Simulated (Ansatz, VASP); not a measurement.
Two plane-wave programs on Te2Mo

```
CELL_PARAMETERS angstrom
3.55707 0.00000 0.00000
-1.77853 3.08051 0.00000
0.00000 0.00000 15.20472
ATOMIC_POSITIONS crystal
Te 0.20791 0.57485 0.63109
Te 0.79209 0.42515 0.13109
Te 0.20791 0.57485 0.86891
Te 0.79209 0.42515 0.36891
Mo 0.45849 0.75829 0.25000
Mo 0.54151 0.24171 0.75000
```

Change from the starting cell: mode 4 (11.6 1/cm) frozen in, largest displacement -0.400 Å.

Alike in both runs: task single point; functional PBE; k mesh 12 × 12 × 2; occupations gaussian, width 0.05 eV; no spin polarisation.

```csv
,VASP,Ansatz
version,VASP 6.6.1,Ansatz 0.2.0
potentials or method,"VASP PAW PBE potentials, release 64 (Te, Mo_sv), cutoff 520 eV","scalar-relativistic, plane waves, PAW"
valence electrons in the cell,52,92
```

VASP gave:

```
gap on the k mesh at the Fermi level (eV)                     : 1.01
least direct gap on the mesh (eV)                             : 1.03
pressure (GPa)                                                : 0.2
traceless stress, the component that is largest in VASP (GPa) : 0.29
rms of the force components (eV/Å)                            : 0.017
```

Which values does Ansatz return?

gap on the k mesh at the Fermi level (eV): 1.01; least direct gap on the mesh (eV): 1.04; pressure (GPa): 0.2; traceless stress, the component that is largest in VASP (GPa): 0.23; rms of the force components (eV/Å): 0.021.

Atom by atom the forces differ by 0.006 eV/Å (rms over components). VASP's potentials hold 52 valence electrons a cell and Ansatz's 92, so a difference there can come from the potentials and not from the codes.

Neither program's run includes spin-orbit coupling.
